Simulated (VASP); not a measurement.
# BN (P6_3/mmc) in VASP: a series of runs, part 3 of 3

VASP 6.6.1. The steps go on from the part before.

### 5 Single point, PBEsol (volume 9.318 Å^3 an atom, c/a of the conventional cell 3.0939)

Contents of INCAR:

```
PREC = Accurate
ENCUT = 520
EDIFF = 1E-6
ISMEAR = 0
SIGMA = 0.05
LREAL = F
LASPH = T
NELM = 80
ALGO = Normal
ISIF = 2
LWAVE = F
LCHARG = F
GGA = PS
NBANDS = 16
```

Contents of KPOINTS:

```
Automatic mesh
0
Gamma
  12 12 4
```

Contents of POSCAR:

```
BN
1.0
    2.4050010174      0.0000000000      0.0000000000
   -1.2025005087      2.0827919771      0.0000000000
    0.0000000000      0.0000000000      7.4408326476
B N
2 2
Direct
    0.3333333333      0.6666666667      0.2500000000
    0.6666666667      0.3333333333      0.7500000000
    0.3333333333      0.6666666667      0.7500000000
    0.6666666667      0.3333333333      0.2500000000
```

Potentials or basis: VASP PAW PBE potentials, release 64 (B, N).

Started as:

```console
> cat potpaw_PBE.64/B/POTCAR potpaw_PBE.64/N/POTCAR > POTCAR
> mpirun -np 1 vasp_std > vasp.out
```

OUTCAR:

```text
PREC = Accurate
   ENCUT = 520
   EDIFF = 1E-6
   ISMEAR = 0
   LREAL = F
   LASPH = T
   NELM = 80
   ISIF = 2
   GGA = PS

 ion  position               nearest neighbor table
   1  0.333  0.667  0.250-   4 1.39   4 1.39   4 1.39
   2  0.667  0.333  0.750-   3 1.39   3 1.39   3 1.39
   3  0.333  0.667  0.750-   2 1.39   2 1.39   2 1.39
   4  0.667  0.333  0.250-   1 1.39   1 1.39   1 1.39

  LATTYP: Found a hexagonal cell.
 ALAT       =     2.4050010174
 C/A-ratio  =     3.0938999999

  Lattice vectors:

 A1 = (   2.4050010174,   0.0000000000,   0.0000000000)
 A2 = (  -1.2025005087,   2.0827919771,   0.0000000000)
 A3 = (   0.0000000000,   0.0000000000,   7.4408326476)

Analysis of symmetry for initial positions (statically):
=====================================================================
 Subroutine PRICEL returns:
 Original cell was already a primitive cell.

 Routine SETGRP: Setting up the symmetry group for a
 hexagonal supercell.

 Subroutine GETGRP returns: Found 24 space group operations
 (whereof 12 operations were pure point group operations)
 out of a pool of 24 trial point group operations.

The static configuration has the point symmetry D_3d.
 The point group associated with its full space group is D_6h.

Analysis of symmetry for dynamics (positions and initial velocities):
=====================================================================
 Subroutine PRICEL returns:
 Original cell was already a primitive cell.

 Routine SETGRP: Setting up the symmetry group for a
 hexagonal supercell.

 Subroutine GETGRP returns: Found 24 space group operations
 (whereof 12 operations were pure point group operations)
 out of a pool of 24 trial point group operations.

The dynamic configuration has the point symmetry D_3d.
 The point group associated with its full space group is D_6h.

 Subroutine INISYM returns: Found 24 space group operations
 (whereof 12 operations are pure point group operations),
 and found     1 'primitive' translations

----------------------------------------------------------------------------------------

                                     Primitive cell

  volume of cell :      37.2720

  direct lattice vectors                    reciprocal lattice vectors
     2.405001017  0.000000000  0.000000000     0.415800240  0.240062380  0.000000000
    -1.202500509  2.082791977  0.000000000     0.000000000  0.480124761  0.000000000
     0.000000000  0.000000000  7.440832648     0.000000000  0.000000000  0.134393561

  length of vectors
     2.405001017  2.405001017  7.440832648     0.480124761  0.480124761  0.134393561

  position of ions in fractional coordinates (direct lattice)
     0.333333333  0.666666667  0.250000000
     0.666666667  0.333333333  0.750000000
     0.333333333  0.666666667  0.750000000
     0.666666667  0.333333333  0.250000000

  ion indices of the primitive-cell ions
   primitive index   ion index
                 1           1
                 2           2
                 3           3
                 4           4

----------------------------------------------------------------------------------------

 KPOINTS: Automatic mesh

Automatic generation of k-mesh.
 Grid dimensions read from file:
 generate k-points for:   12   12    4

 Generating k-lattice:

  Cartesian coordinates                     Fractional coordinates (reciprocal lattice)
     0.034650020  0.020005198  0.000000000     0.083333333  0.000000000  0.000000000
     0.000000000  0.040010397  0.000000000     0.000000000  0.083333333  0.000000000
     0.000000000  0.000000000  0.033598390     0.000000000  0.000000000  0.250000000

  Length of vectors
     0.040010397  0.040010397  0.033598390

  Shift w.r.t. Gamma in fractional coordinates (k-lattice)
     0.000000000  0.000000000  0.000000000

 Subroutine IBZKPT returns following result:
 ===========================================

 Found     57 irreducible k-points:

 Following reciprocal coordinates:
            Coordinates               Weight
  0.000000  0.000000  0.000000      1.000000
  0.083333  0.000000  0.000000      6.000000
  0.166667  0.000000  0.000000      6.000000
  0.250000  0.000000  0.000000      6.000000
  0.333333  0.000000  0.000000      6.000000
  0.416667  0.000000  0.000000      6.000000
[... 16 lines left out ...]
  0.250000  0.000000  0.250000     12.000000
  0.333333  0.000000  0.250000     12.000000
 [... further k-points ...]
   k-points           NKPTS =     57   k-points in BZ     NKDIM =     57   number of bands    NBANDS=     16
   number of dos      NEDOS =    301   number of ions     NIONS =      4
   total plane-waves  NPLWV =  18144
   dimension x,y,z NGX =    18 NGY =   18 NGZ =   56
   dimension x,y,z NGXF=    36 NGYF=   36 NGZF=  112
   ions per type =               2   2
   NGX,Y,Z   is equivalent  to a cutoff of  12.44, 12.44, 12.51 a.u.
   NGXF,Y,Z  is equivalent  to a cutoff of  24.89, 24.89, 25.02 a.u.
 SYSTEM =  unknown system
   PREC   = accura    normal or accurate (medium, high low for compatibility)
   ISTART =      0    job   : 0-new  1-cont  2-samecut
   ICHARG =      2    charge: 1-file 2-atom 10-const
   ISPIN  =      1    spin polarized calculation?
   LNONCOLLINEAR =      F non collinear calculations
   LSORBIT =      F    spin-orbit coupling
   LASPH  =      T    aspherical Exc in radial PAW
   ENCUT  =  520.0 eV  38.22 Ry    6.18 a.u.   4.47  4.47 13.84*2*pi/ulx,y,z
   NELM   =     80;   NELMIN=  2; NELMDL= -5     # of ELM steps
   EDIFF  = 0.1E-05   stopping-criterion for ELM
   LREAL  =      F    real-space projection
   EDIFFG = 0.1E-04   stopping-criterion for IOM
   NSW    =      0    number of steps for IOM
   IBRION =     -1    ionic relax: 0-MD 1-quasi-New 2-CG
   NFREE  =      0    steps in history (QN), initial steepest desc. (CG)
   ISIF   =      2    stress and relaxation
   ISYM   =      2    0-nonsym 1-usesym 2-fastsym
   POTIM  = 0.5000    time-step for ionic-motion
   TEBEG  =    0.0;   TEEND  =   0.0 temperature during run
   PSTRESS=    0.0 pullay stress
   NELECT =      16.0000    total number of electrons
   NUPDOWN=      -1.0000    fix difference up-down
   EMIN   =  10.00;   EMAX   =-10.00  energy-range for DOS
   EFERMI =   0.00;   METHOD = LEGACY
   ISMEAR =     0;   SIGMA  =   0.05  broadening in eV -4-tet -1-fermi 0-gaus
   EFERMI_NEDOS =   21; number of points for ismear=-14 and -15
   IALGO  =     38    algorithm
   IMIX   =      4    mixing-type and parameters
     AMIX     =   0.40;   BMIX     =  1.00
     AMIX_MAG =   1.60;   BMIX_MAG =  1.00
  volume/ion in A,a.u.               =       9.32        62.88
  Fermi-wavevector in a.u.,A,eV,Ry     =   1.234963  2.333742 20.750701  1.525133
  Thomas-Fermi vector in A             =   2.369632
   LORBIT       =      0    0 simple, 1 ext, 2 COOP (PROOUT), +10 PAW based schemes
   GGA     = PS    functional components
   LHFCALC =     F    Hartree Fock is set to
   AEXX    =    0.0000 exact exchange contribution
   IVDW    =     0    specifies the selected vdW correction
   LEPSILON=     F    determine dielectric tensor
   LRPA    =     F    only Hartree local field effects (RPA)
 non-spin polarized calculation
 Gauss-broadening in eV      SIGMA  =   0.05
  energy-cutoff  :      520.00
  volume of cell :       37.27
 maximum number of plane-waves:      1041
 NGX is ok and might be reduce to    18
   NGX =  9   NGY =  9   NGZ = 27

 number of electron      16.0000005 magnetization

 Free energy of the ion-electron system (eV)
  ---------------------------------------------------
  ext. energy  EPLUGINS =         0.00000000
  ---------------------------------------------------
  free energy    TOTEN  =       -36.13169521 eV

  energy without entropy =      -36.13169521  energy(sigma->0) =      -36.13169521

 E-fermi :   2.1588     XC(G=0):  -9.7457

 val. band max:        1.8340200386   @ k =   0.3333   0.3333   0.5000
 cond. band min:       6.2768434967   @ k =   0.0000   0.0000   0.0000
 fundamental gap:      4.4428234580
 Fermi energy:         2.1588001581

 k-point     1 :       0.0000    0.0000    0.0000
  band No.  band energies     occupation
      1     -16.5863      2.00000
      2     -16.4722      2.00000
      3      -4.6661      2.00000
      4      -3.5296      2.00000
      5       0.6820      2.00000
      6       0.6820      2.00000
[... 8 lines left out ...]
     15      14.4956      0.00000
     16      15.9931      0.00000
[... 420 lines left out ...]
  band No.  band energies     occupation
      1     -14.4040      2.00000
      2     -14.3482      2.00000
      3      -5.2955      2.00000
      4      -5.2812      2.00000
      5      -1.8576      2.00000
      6      -1.8465      2.00000
[... 8 lines left out ...]
     15      19.1082      0.00000
     16      20.8915      0.00000

 [... further k-points ...]
[... 5 lines left out ...]
  --------------------------------------------------------------------------------------
  -------------------------------------------------------------------------------------
  Total       10.9498590     10.9498590     -0.0956271      0.0000000      0.0000000      0.0000000
  in kB      470.6915619    470.6915619     -4.1106340      0.0000000      0.0000000      0.0000000
  external PRESSURE =     312.4241632 kB  Pullay stress =       0.0000000 kB

 VOLUME and BASIS-vectors are now :
 -----------------------------------------------------------------------------
  energy-cutoff  :      520.00
  volume of cell :       37.27
      direct lattice vectors                 reciprocal lattice vectors
     2.405001017  0.000000000  0.000000000     0.415800240  0.240062380  0.000000000
    -1.202500509  2.082791977  0.000000000     0.000000000  0.480124761  0.000000000
     0.000000000  0.000000000  7.440832648     0.000000000  0.000000000  0.134393561

 POSITION                                       TOTAL-FORCE (eV/Angst)
 -----------------------------------------------------------------------------------
     -0.00000      1.38853      1.86021        -0.000000      0.000000      0.000000
      1.20250      0.69426      5.58062         0.000000     -0.000000      0.000000
     -0.00000      1.38853      5.58062        -0.000000     -0.000000      0.000000
      1.20250      0.69426      1.86021        -0.000000     -0.000000      0.000000
 -----------------------------------------------------------------------------------
    total drift:                               -0.000000      0.000000      0.000000

  FREE ENERGIE OF THE ION-ELECTRON SYSTEM (eV)
  ---------------------------------------------------
  free  energy   TOTEN  =       -36.1316952124 eV

  energy  without entropy=      -36.1316952124  energy(sigma->0) =      -36.13169521
```

stdout:

```text
POSCAR found type information on POSCAR B N
 POSCAR found :  2 types and       4 ions
 scaLAPACK will be used
 -----------------------------------------------------------------------------
|                                                                             |
|                                                                             |
|     You enforced a specific xc type in the INCAR file but a different       |
|     I HOPE YOU KNOW WHAT YOU ARE DOING!                                     |
|                                                                             |
 -----------------------------------------------------------------------------

 LDA part: xc-table for (Slater+PW92), standard interpolation
 POSCAR, INCAR and KPOINTS ok, starting setup
 FFT: planning ... GRIDC
 FFT: planning ... GRID_SOFT
 FFT: planning ... GRID
 WAVECAR not read
 entering main loop
```

It took 12 s on 1 thread of Intel Xeon 6975P-C (Granite Rapids), shared host; peak memory 0.15 GiB.

Results:

```
Free energy            : -36.1317 eV
Pressure               : 31.2 GPa
Band gap on the k mesh : 4.44 eV, indirect (least direct gap 4.91 eV)
```

Stress tensor (GPa, compression positive):
```
47.07  0.00  0.00
 0.00 47.07  0.00
 0.00  0.00 -0.41
```

Caveat: the PAW data sets were made with another functional, which shifts forces and pressure a little; this functional lacks dispersion, which binds the layers, so the pressure and a relaxed spacing across them are unreliable. A k mesh can miss the band edges.

### 6 Single point, PBEsol (volume 9.318 Å^3 an atom, c/a of the conventional cell 2.6771)

Contents of INCAR:

```
SYSTEM = BN
ALGO = Normal
EDIFF = 1E-6
ENCUT = 520
GGA = PS
ISIF = 2
ISMEAR = 0
LASPH = .True.
LCHARG = .False.
LREAL = .False.
LWAVE = .False.
NBANDS = 16
NELM = 80
PREC = Accurate
SIGMA = 0.05
```

Contents of KPOINTS:

```
k-points
0
Gamma
  12 12 4
  0 0 0
```

Contents of POSCAR:

```
BN
1.0
    2.5238439018      0.0000000000      0.0000000000
   -1.2619219509      2.1857129342      0.0000000000
    0.0000000000      0.0000000000      6.7565825096
B N
2 2
Direct
    0.3333333333      0.6666666667      0.2500000000
    0.6666666667      0.3333333333      0.7500000000
    0.3333333333      0.6666666667      0.7500000000
    0.6666666667      0.3333333333      0.2500000000
```

Potentials or basis: VASP PAW PBE potentials, release 64 (B, N).

Started as:

```console
> cat potpaw_PBE.64/B/POTCAR potpaw_PBE.64/N/POTCAR > POTCAR
> mpirun -np 1 vasp_std > vasp.out
```

Run time: 13 s. Hardware: 1 thread of Intel Xeon 6975P-C (Granite Rapids), shared host; peak memory 0.16 GiB.

The run converged. Its results:

- Free energy: -36.5564 eV
- Pressure: -4.8 GPa
- Band gap on the k mesh: 4.16 eV, indirect (least direct gap 4.53 eV)

Stress tensor (GPa, compression positive):
```
-7.42  0.00  0.00
 0.00 -7.42  0.00
 0.00  0.00  0.39
```

Levels at points of the mesh, in eV from the valence-band top:
```
           k point  band 6  band 7  band 8  band 9  band 10  band 11
(0.00, 0.00, 0.00)   -1.33   -1.30   -1.30    4.96     9.90    11.32
(0.50, 0.00, 0.00)   -4.04   -1.40   -0.44    4.16     5.47     9.22
(0.00, 0.00, 0.50)   -1.32   -1.32   -1.32    7.24     7.24    11.37
(0.50, 0.00, 0.50)   -4.07   -0.90   -0.90    4.61     4.61     9.60
```

Caveat: the PAW data sets were made with another functional, which shifts forces and pressure a little; this functional lacks dispersion, which binds the layers, so the pressure and a relaxed spacing across them are unreliable. A k mesh can miss the band edges.

### 7 Summary

| cell | gap on the mesh (eV) | pressure (GPa) |
| --- | --- | --- |
| a = 2.424, b = 2.424, c = 7.322 Å, angles 90.0, 90.0, 120.0°, 4 atoms | 4.49 | 24.6 |
| a = 2.585, b = 2.585, c = 6.439 Å, angles 90.0, 90.0, 120.0°, 4 atoms | 3.93 | -19.7 |
| a = 2.484, b = 2.484, c = 6.977 Å, angles 90.0, 90.0, 120.0°, 4 atoms | 4.29 | 6.3 |
| a = 2.405, b = 2.405, c = 7.441 Å, angles 90.0, 90.0, 120.0°, 4 atoms | 4.44 | 31.2 |
| a = 2.524, b = 2.524, c = 6.757 Å, angles 90.0, 90.0, 120.0°, 4 atoms | 4.16 | -4.8 |

Alike in all rows: task single point; level PBEsol; potentials or basis VASP PAW PBE potentials, release 64 (B, N); no spin polarisation; k mesh 12 × 12 × 4; cutoff (eV) 520; smearing gaussian 0.05 eV.

Caveats: the PAW data sets were made with another functional, which shifts forces and pressure a little; this functional lacks dispersion, which binds the layers, so the pressure and a relaxed spacing across them are unreliable.

Absolute energies hang on the potentials; compare differences alone.
